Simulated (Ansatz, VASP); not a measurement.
## Two plane-wave programs on ZnS

The input POSCAR:

```
ZnS
1.0
    3.8110000000      0.0000000000      0.0000000000
   -1.9055000000      3.3004228100      0.0000000000
    0.0000000000      0.0000000000      6.2340000000
Zn S
2 2
Direct
    0.3272152103      0.6609883571      0.0032634411
    0.6675345360      0.3350840727      0.5012676485
    0.3374223232      0.6810994445      0.3768984776
    0.6732845278      0.3269100574      0.8838611759
```

Contents of INCAR.step1:

```
PREC     = Accurate       # precision mode
ENCUT    = 550            # plane-wave cutoff, eV
ISMEAR   = 0              # smearing method
SIGMA    = 0.1            # smearing width, eV
LREAL    = False          # projectors in reciprocal space
LASPH    = True           # aspherical terms in the spheres
NELM     = 120            # most SCF steps
NBANDS   = 26             # bands
GGA      = PE             # functional
ALGO     = Normal         # electronic algorithm
EDIFF    = 1E-5           # SCF threshold, eV
LWAVE    = True           # write WAVECAR
LCHARG   = False          # write CHGCAR
GGA_COMPAT= False
```

Contents of INCAR.step2:

```
PREC     = Accurate       # precision mode
ENCUT    = 550            # plane-wave cutoff, eV
EDIFF    = 1E-6           # SCF threshold, eV
ISMEAR   = 0              # smearing method
SIGMA    = 0.1            # smearing width, eV
LREAL    = False          # projectors in reciprocal space
LASPH    = True           # aspherical terms in the spheres
NELM     = 120            # most SCF steps
ALGO     = Normal         # electronic algorithm
ISIF     = 2              # what is computed and relaxed
LWAVE    = False          # write WAVECAR
LCHARG   = False          # write CHGCAR
METAGGA  = R2SCAN         # meta-GGA
LMIXTAU  = True         
NBANDS   = 26             # bands
ISTART   = 1            
GGA_COMPAT= False
```

File KPOINTS:

```
regular mesh
0
Gamma
  2 2 1
```

Input for Ansatz:

```yaml
crystal:
  lattice:
    - [3.811, 0.0, 0.0]
    - [-1.9055, 3.30042281, 0.0]
    - [0.0, 0.0, 6.234]
  atoms:
    - { symbol: Zn, position: [0.32721521033116785, 0.6609883570738782, 0.0032634411398404376] }
    - { symbol: Zn, position: [0.6675345359723485, 0.3350840726786475, 0.5012676484869659] }
    - { symbol: S, position: [0.33742232316915904, 0.681099444474401, 0.3768984775665623] }
    - { symbol: S, position: [0.673284527769532, 0.3269100573564801, 0.8838611758597831] }
basis:
  ecutwfc: 550.0
kpoints:
  mp_grid:
    grid: [2, 2, 1]
hamiltonian:
  xc: r2scan
  pseudopotentials:
    kind: paw
scf:
  n_extra_bands: 4
  self_checks: high
  occupations:
    method: gaussian
    width: 0.1
output:
  forces: true
```

Alike in both runs: task single point; functional r2SCAN; k mesh 2 × 2 × 1; occupations gaussian, width 0.1 eV; no spin polarisation.

|  | VASP | Ansatz |
| --- | --- | --- |
| version | VASP 6.6.1 | Ansatz 0.2.0 |
| potentials or method | VASP PAW PBE potentials, release 64 (Zn, S), cutoff 550 eV | plane waves, PAW |
| valence electrons in the cell | 36 | 36 |

```csv
,VASP,Ansatz,Ansatz less VASP
gap on the k mesh at the Fermi level (eV),2.75,2.74,-0.010
rms of the force components (eV/Å),0.250,0.249,-0.0013
```

VASP's potentials were made for PBE, not for r2SCAN. Atom by atom the forces differ by 0.004 eV/Å (rms over components). The functional is the same, so the differences come from potentials, cutoffs and numerics.

The k mesh is coarse, so the values compare programs but aren't converged.
